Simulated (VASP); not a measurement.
Input of a VASP 6.6.1 run:

Contents of INCAR:

```
SYSTEM = MnIr
PREC = Accurate ; ENCUT = 520
EDIFF = 1E-7 ; ISMEAR = 0
SIGMA = 0.2 ; LREAL = .FALSE.
LASPH = .TRUE. ; NELM = 150
ALGO = Normal ; ISIF = 2
LWAVE = .FALSE. ; LCHARG = .FALSE.
ISPIN = 2 ; MAGMOM = 1.35 0
LORBIT = 11 ; LMAXMIX = 4
GGA = PS ; NBANDS = 22
```

KPOINTS

```
Automatic mesh
0
G
  16 16 12
  0 0 0
```

Contents of POSCAR:

```
MnIr
1.0
    2.6238187996      0.0000000000      0.0000000000
    0.0000000000      2.6238187996      0.0000000000
    0.0000000000      0.0000000000      3.6146833136
Mn Ir
1 1
Direct
    0.5000000000      0.5000000000      0.5000000000
    0.0000000000      0.0000000000      0.0000000000
```

Potentials or basis: VASP PAW PBE potentials, release 64 (Mn_pv, Ir).

Command:

```console
$ cat potpaw_PBE.64/Mn_pv/POTCAR potpaw_PBE.64/Ir/POTCAR > POTCAR
$ mpirun -np 1 vasp_std > vasp.out
```

(1) Predict the pressure.

(2) Estimate the site moments.

(3) What does it give for the net moment?

Answers

(1) 0.6 GPa.

(2) Mn +1.21; Ir -0.13 μB.

(3) 1.11 μB per cell.

Caveat: the PAW data sets were made with another functional, which shifts forces and pressure a little.
